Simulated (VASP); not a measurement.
# Hg (R-3m) in VASP: a series of runs

Hg is run at these levels: LDA; tasks: single point.

Program: VASP 6.6.1. These are calculated values, not measurements. Logs are shortened: lines on timing, memory, paths and dates and some standing lists are left out, and cuts for length are marked.

## (1) The cell of the first run

The structure is trigonal, space group R-3m (No. 166). The conventional cell has a = 3.493 Å, b = 3.493 Å, c = 6.444 Å, α = 90.00°, β = 90.00°, γ = 120.00°. Within 3.9 Å of Hg (site symmetry -3m) lie 12 Hg at 2.95 to 3.49 Å.

## (2) Single point, LDA

The input, INCAR:

```
SYSTEM = Hg
PREC = Accurate
ENCUT = 520
EDIFF = 1E-6
ISMEAR = -1
SIGMA = 0.1
LREAL = .FALSE.
LASPH = .TRUE.
NELM = 100
ALGO = Normal
ISIF = 2
LWAVE = .FALSE.
LCHARG = .FALSE.
NBANDS = 12
```

The input, KPOINTS:

```
Automatic mesh
0
G
  9 9 9
  0 0 0
```

The input, POSCAR:

```
Hg
1.0
    1.7463233735      1.0082402698      2.1478810803
   -1.7463233735      1.0082402698      2.1478810803
    0.0000000000     -2.0164805396      2.1478810803
Hg
1
Direct
    0.0000000000      1.0000000000      0.0000000000
```

Potentials or basis: VASP PAW LDA potentials, release 64 (Hg).

On the command line:

```sh
> cat potpaw_LDA.64/Hg/POTCAR > POTCAR
> mpirun -np 1 vasp_std > vasp.out
```

OUTCAR:

```text
SYSTEM = Hg
   PREC = Accurate
   ENCUT = 520
   EDIFF = 1E-6
   ISMEAR = -1
   LREAL = .FALSE.
   LASPH = .TRUE.
   NELM = 100
   ISIF = 2

 ion  position               nearest neighbor table
   1  0.000  0.000  0.000-

  LATTYP: Found a trigonal (rhomboedric) cell.
 ALAT       =     2.9461138643
 COS(alpha) =     0.2972833017

  Lattice vectors:

 A1 = (   1.7463233735,   1.0082402698,   2.1478810803)
 A2 = (  -1.7463233735,   1.0082402698,   2.1478810803)
 A3 = (   0.0000000000,  -2.0164805396,   2.1478810803)

Analysis of symmetry for initial positions (statically):
=====================================================================
 Subroutine PRICEL returns:
 Original cell was already a primitive cell.

 Routine SETGRP: Setting up the symmetry group for a
 trigonal (rhombohedral) supercell.

 Subroutine GETGRP returns: Found 12 space group operations
 (whereof 12 operations were pure point group operations)
 out of a pool of 12 trial point group operations.

The static configuration has the point symmetry D_3d.

Analysis of symmetry for dynamics (positions and initial velocities):
=====================================================================
 Subroutine PRICEL returns:
 Original cell was already a primitive cell.

 Routine SETGRP: Setting up the symmetry group for a
 trigonal (rhombohedral) supercell.

 Subroutine GETGRP returns: Found 12 space group operations
 (whereof 12 operations were pure point group operations)
 out of a pool of 12 trial point group operations.

The dynamic configuration has the point symmetry D_3d.

 Subroutine INISYM returns: Found 12 space group operations
 (whereof 12 operations are pure point group operations),
 and found     1 'primitive' translations

----------------------------------------------------------------------------------------

                                     Primitive cell

  volume of cell :      22.6908

  direct lattice vectors                    reciprocal lattice vectors
     1.746323374  1.008240270  2.147881080     0.286315815  0.165304513  0.155191708
    -1.746323374  1.008240270  2.147881080    -0.286315815  0.165304513  0.155191708
     0.000000000 -2.016480540  2.147881080     0.000000000 -0.330609026  0.155191708

  length of vectors
     2.946113864  2.946113864  2.946113864     0.365221569  0.365221569  0.365221569

  position of ions in fractional coordinates (direct lattice)
     0.000000000  0.000000000  0.000000000

  ion indices of the primitive-cell ions
[... 75 lines left out ...]
   LREAL  =      F    real-space projection
   EDIFFG = 0.1E-04   stopping-criterion for IOM
   NSW    =      0    number of steps for IOM
   IBRION =     -1    ionic relax: 0-MD 1-quasi-New 2-CG
   NFREE  =      0    steps in history (QN), initial steepest desc. (CG)
   ISIF   =      2    stress and relaxation
   ISYM   =      2    0-nonsym 1-usesym 2-fastsym
   POTIM  = 0.5000    time-step for ionic-motion
   TEBEG  =    0.0;   TEEND  =   0.0 temperature during run
   PSTRESS=    0.0 pullay stress
   NELECT =      12.0000    total number of electrons
   NUPDOWN=      -1.0000    fix difference up-down
   EMIN   =  10.00;   EMAX   =-10.00  energy-range for DOS
   EFERMI =   0.00;   METHOD = LEGACY
   ISMEAR =    -1;   SIGMA  =   0.10  broadening in eV -4-tet -1-fermi 0-gaus
   EFERMI_NEDOS =   21; number of points for ismear=-14 and -15
   IALGO  =     38    algorithm
   IMIX   =      4    mixing-type and parameters
     AMIX     =   0.40;   BMIX     =  1.00
     AMIX_MAG =   1.60;   BMIX_MAG =  1.00
  volume/ion in A,a.u.               =      22.69       153.13
  Fermi-wavevector in a.u.,A,eV,Ry     =   1.323890  2.501789 23.846718  1.752684
  Thomas-Fermi vector in A             =   2.453465
   LORBIT       =      0    0 simple, 1 ext, 2 COOP (PROOUT), +10 PAW based schemes
   GGA     = CA    functional components
   LHFCALC =     F    Hartree Fock is set to
   AEXX    =    0.0000 exact exchange contribution
   IVDW    =     0    specifies the selected vdW correction
   LEPSILON=     F    determine dielectric tensor
   LRPA    =     F    only Hartree local field effects (RPA)
 non-spin polarized calculation
  energy-cutoff  :      520.00
  volume of cell :       22.69
 maximum number of plane-waves:       631
 NGX is ok and might be reduce to    24
   NGX = 11   NGY = 11   NGZ = 11

 number of electron      12.0000003 magnetization

 Free energy of the ion-electron system (eV)
  ---------------------------------------------------
  ext. energy  EPLUGINS =         0.00000000
  ---------------------------------------------------
  free energy    TOTEN  =        -0.96356292 eV

  energy without entropy =       -0.95304666  energy(sigma->0) =       -0.95830479

 E-fermi :   2.8047     XC(G=0): -11.3641

 val. band max:        2.6630904043   @ k =  -0.4444   0.4444   0.1111
 cond. band min:       2.9122062072   @ k =  -0.1111   0.4444   0.1111
 fundamental gap:      0.2491158029
 Fermi energy:         2.8047158630

 k-point     1 :       0.0000    0.0000    0.0000
  band No.  band energies     occupation
      1      -6.6766      2.00000
      2      -5.1400      2.00000
      3      -5.1400      2.00000
      4      -3.4563      2.00000
      5      -3.3447      2.00000
      6      -3.3447      2.00000
      7      14.9029      0.00000
      8      15.3177      0.00000
      9      15.3177      0.00000
     10      19.9546      0.00000
     11      21.2908      0.00000
     12      21.2908      0.00000
[... 331 lines left out ...]
 k-point    24 :       0.4444    0.4444    0.0000
  band No.  band energies     occupation
      1      -5.4665      2.00000
      2      -5.2995      2.00000
      3      -3.3753      2.00000
      4      -3.2288      2.00000
      5      -2.6003      2.00000
      6       1.2725      2.00000
      7       5.4635      0.00000
      8       7.3779      0.00000
      9      12.8501      0.00000
     10      13.8322      0.00000
     11      19.4619      0.00000
     12      25.6590      0.00000

 [... further k-points ...]
[... 5 lines left out ...]
  --------------------------------------------------------------------------------------
  -------------------------------------------------------------------------------------
  Total        0.0333787      0.0333787      0.2468712      0.0000000      0.0000000      0.0000000
  in kB        2.3568367      2.3568367     17.4313446      0.0000000      0.0000000      0.0000000
  external PRESSURE =       7.3816727 kB  Pullay stress =       0.0000000 kB

 VOLUME and BASIS-vectors are now :
 -----------------------------------------------------------------------------
  energy-cutoff  :      520.00
  volume of cell :       22.69
      direct lattice vectors                 reciprocal lattice vectors
     1.746323374  1.008240270  2.147881080     0.286315815  0.165304513  0.155191708
    -1.746323374  1.008240270  2.147881080    -0.286315815  0.165304513  0.155191708
     0.000000000 -2.016480540  2.147881080     0.000000000 -0.330609026  0.155191708

 POSITION                                       TOTAL-FORCE (eV/Angst)
 -----------------------------------------------------------------------------------
      0.00000      0.00000      0.00000         0.000000     -0.000000      0.000000
 -----------------------------------------------------------------------------------
    total drift:                                0.000000     -0.000000      0.000000

  FREE ENERGIE OF THE ION-ELECTRON SYSTEM (eV)
  ---------------------------------------------------
  free  energy   TOTEN  =        -0.9635629171 eV

  energy  without entropy=       -0.9530466641  energy(sigma->0) =       -0.95830479
```

OSZICAR:

```text
N       E                     dE             d eps       ncg     rms          rms(c)
DAV:   1     0.753069815247E+02    0.75307E+02   -0.65939E+03  2104   0.968E+02
DAV:   2     0.236159165934E+00   -0.75071E+02   -0.69922E+02  2168   0.235E+02
DAV:   3    -0.103174717427E+01   -0.12679E+01   -0.12671E+01  2484   0.337E+01
DAV:   4    -0.103305431477E+01   -0.13071E-02   -0.13071E-02  2208   0.112E+00
DAV:   5    -0.103305610651E+01   -0.17917E-05   -0.17914E-05  2476   0.400E-02    0.483E+00
DAV:   6    -0.971824768569E+00    0.61231E-01   -0.13775E-01  2400   0.423E+00    0.347E+00
DAV:   7    -0.964451198822E+00    0.73736E-02   -0.17578E-02  2416   0.124E+00    0.144E+00
DAV:   8    -0.963557798729E+00    0.89340E-03   -0.15945E-03  2200   0.563E-01    0.605E-02
DAV:   9    -0.963561898677E+00   -0.40999E-05   -0.27684E-06  2380   0.196E-02    0.147E-02
DAV:  10    -0.963562915846E+00   -0.10172E-05   -0.11954E-06  2156   0.134E-02    0.103E-03
DAV:  11    -0.963562917086E+00   -0.12408E-08   -0.11678E-08  1068   0.961E-04
   1 F= -.96356292E+00 E0= -.95830479E+00  d E =-.105163E-01
```

stdout:

```text
POSCAR found type information on POSCAR Hg
 POSCAR found :  1 types and       1 ions
 scaLAPACK will be used
 LDA part: xc-table for (Slater(with rela. corr.)+CA(PZ))
 , standard interpolation
 POSCAR, INCAR and KPOINTS ok, starting setup
 FFT: planning ... GRIDC
 FFT: planning ... GRID_SOFT
 FFT: planning ... GRID
 WAVECAR not read
 entering main loop
```

Wall time 16 s (1 thread of Intel Xeon Platinum 8259CL at 2.50GHz (Skylake/Cascade Lake), shared host); peak memory 0.14 GiB.

Results:

| Quantity | Value |
| --- | --- |
| Free energy | -0.9636 eV |
| Pressure | 0.7 GPa |
| Band gap on the k mesh | zero (band 6 reaches 4.27 eV, above the bottom of band 7 at 1.54 eV) |

Levels at points of the mesh, in eV from the Fermi level:
```
           k point  band 3  band 4  band 5  band 6  band 7  band 8  band 9  band 10
(0.00, 0.00, 0.00)   -7.94   -6.26   -6.15   -6.15   12.10   12.51   12.51    17.15
```

Caveat: spin-orbit coupling is left out, which moves the levels of the heavy elements.

## (3) Single point, LDA

The input, INCAR:

```
  PREC = Accurate
  ENCUT = 520
  EDIFF = 1E-7
  ISMEAR = -1
  SIGMA = 0.1
  LREAL = F
  LASPH = T
  NELM = 80
  ALGO = Normal
  ISIF = 2
  LWAVE = F
  LCHARG = F
  GGA = CA
  NBANDS = 12
```

The input, KPOINTS:

```
regular mesh
0
Gamma
  11 11 11
```

POSCAR is that of step 2.

Potentials or basis: VASP PAW LDA potentials, release 64 (Hg).

On the command line:

```sh
> cat potpaw_LDA.64/Hg/POTCAR > POTCAR
> mpirun -np 1 vasp_std > vasp.out
```

OUTCAR:

```text
PREC = Accurate
   ENCUT = 520
   EDIFF = 1E-7
   ISMEAR = -1
   LREAL = F
   LASPH = T
   NELM = 80
   ISIF = 2
   GGA = CA

 ion  position               nearest neighbor table
   1  0.000  0.000  0.000-

  LATTYP: Found a trigonal (rhomboedric) cell.
 ALAT       =     2.9461138643
 COS(alpha) =     0.2972833017

  Lattice vectors:

 A1 = (   1.7463233735,   1.0082402698,   2.1478810803)
 A2 = (  -1.7463233735,   1.0082402698,   2.1478810803)
 A3 = (   0.0000000000,  -2.0164805396,   2.1478810803)

Analysis of symmetry for initial positions (statically):
=====================================================================
 Subroutine PRICEL returns:
 Original cell was already a primitive cell.

 Routine SETGRP: Setting up the symmetry group for a
 trigonal (rhombohedral) supercell.

 Subroutine GETGRP returns: Found 12 space group operations
 (whereof 12 operations were pure point group operations)
 out of a pool of 12 trial point group operations.

The static configuration has the point symmetry D_3d.

Analysis of symmetry for dynamics (positions and initial velocities):
=====================================================================
[... 161 lines left out ...]
 Fermi energy:         2.8606250301

 k-point     1 :       0.0000    0.0000    0.0000
  band No.  band energies     occupation
      1      -6.6757      2.00000
      2      -5.1388      2.00000
      3      -5.1388      2.00000
      4      -3.4567      2.00000
      5      -3.3433      2.00000
      6      -3.3433      2.00000
      7      14.9034      0.00000
      8      15.3183      0.00000
      9      15.3183      0.00000
     10      19.9559      0.00000
     11      21.2917      0.00000
     12      21.2917      0.00000
[... 331 lines left out ...]
 k-point    24 :      -0.1818    0.1818    0.0000
  band No.  band energies     occupation
      1      -5.4045      2.00000
      2      -4.8268      2.00000
      3      -4.6253      2.00000
      4      -3.5060      2.00000
      5      -3.4981      2.00000
      6      -3.0164      2.00000
      7       9.2689      0.00000
      8      10.3987      0.00000
      9      17.4523      0.00000
     10      19.4758      0.00000
     11      21.2416      0.00000
     12      22.8167      0.00000

 [... further k-points ...]
[... 5 lines left out ...]
  --------------------------------------------------------------------------------------
  -------------------------------------------------------------------------------------
  Total        0.0822611      0.0822611      0.1462497      0.0000000      0.0000000     -0.0000000
  in kB        5.8083766      5.8083766     10.3265550      0.0000000      0.0000000     -0.0000000
  external PRESSURE =       7.3144361 kB  Pullay stress =       0.0000000 kB

 VOLUME and BASIS-vectors are now :
 -----------------------------------------------------------------------------
  energy-cutoff  :      520.00
  volume of cell :       22.69
      direct lattice vectors                 reciprocal lattice vectors
     1.746323374  1.008240270  2.147881080     0.286315815  0.165304513  0.155191708
    -1.746323374  1.008240270  2.147881080    -0.286315815  0.165304513  0.155191708
     0.000000000 -2.016480540  2.147881080     0.000000000 -0.330609026  0.155191708

 POSITION                                       TOTAL-FORCE (eV/Angst)
 -----------------------------------------------------------------------------------
      0.00000      0.00000      0.00000        -0.000000      0.000000      0.000000
 -----------------------------------------------------------------------------------
    total drift:                               -0.000000     -0.000000     -0.000000

  FREE ENERGIE OF THE ION-ELECTRON SYSTEM (eV)
  ---------------------------------------------------
  free  energy   TOTEN  =        -0.9712912653 eV

  energy  without entropy=       -0.9620042141  energy(sigma->0) =       -0.96664774
```

OSZICAR:

```text
N       E                     dE             d eps       ncg     rms          rms(c)
DAV:   1     0.730288164847E+02    0.73029E+02   -0.66630E+03  3712   0.968E+02
DAV:   2     0.166468958175E+00   -0.72862E+02   -0.68528E+02  3820   0.231E+02
DAV:   3    -0.103977080875E+01   -0.12062E+01   -0.12056E+01  4168   0.328E+01
DAV:   4    -0.104094140593E+01   -0.11706E-02   -0.11706E-02  3900   0.107E+00
DAV:   5    -0.104094307317E+01   -0.16672E-05   -0.16673E-05  4164   0.386E-02    0.479E+00
DAV:   6    -0.979456716304E+00    0.61486E-01   -0.13901E-01  4140   0.424E+00    0.345E+00
DAV:   7    -0.972183030313E+00    0.72737E-02   -0.17195E-02  4144   0.123E+00    0.144E+00
DAV:   8    -0.971286387817E+00    0.89664E-03   -0.15533E-03  3772   0.555E-01    0.601E-02
DAV:   9    -0.971290321172E+00   -0.39334E-05   -0.27097E-06  4180   0.195E-02    0.149E-02
DAV:  10    -0.971291264731E+00   -0.94356E-06   -0.11662E-06  3784   0.131E-02    0.102E-03
DAV:  11    -0.971291265252E+00   -0.52160E-09   -0.12206E-08  2184   0.991E-04
   1 F= -.97129127E+00 E0= -.96664774E+00  d E =-.928705E-02
```

stdout:

```text
POSCAR found type information on POSCAR Hg
 POSCAR found :  1 types and       1 ions
 scaLAPACK will be used
 LDA part: xc-table for (Slater(with rela. corr.)+CA(PZ))
 , standard interpolation
 POSCAR, INCAR and KPOINTS ok, starting setup
 FFT: planning ... GRIDC
 FFT: planning ... GRID_SOFT
 FFT: planning ... GRID
 WAVECAR not read
 entering main loop
```

Run time: 16 s. Hardware: 1 thread of Intel Xeon Platinum 8259CL at 2.50GHz (Skylake/Cascade Lake), shared host; peak memory 0.15 GiB.

Results:

```yaml
Free_energy: -0.9713 eV
Pressure: 0.7 GPa
Band_gap_on_the_k_mesh: zero (band 6 reaches 4.07 eV, above the bottom of band 7 at 1.30 eV)
```

Levels at points of the mesh, in eV from the Fermi level:
```tsv
k point	band 2	band 3	band 4	band 5	band 6	band 7	band 8	band 9	band 10	band 11
(0.00, 0.00, 0.00)	-8.00	-8.00	-6.32	-6.20	-6.20	12.04	12.46	12.46	17.10	18.43
```

Caveat: spin-orbit coupling is left out, which moves the levels of the heavy elements.

(Continued in part 2 of 2.)
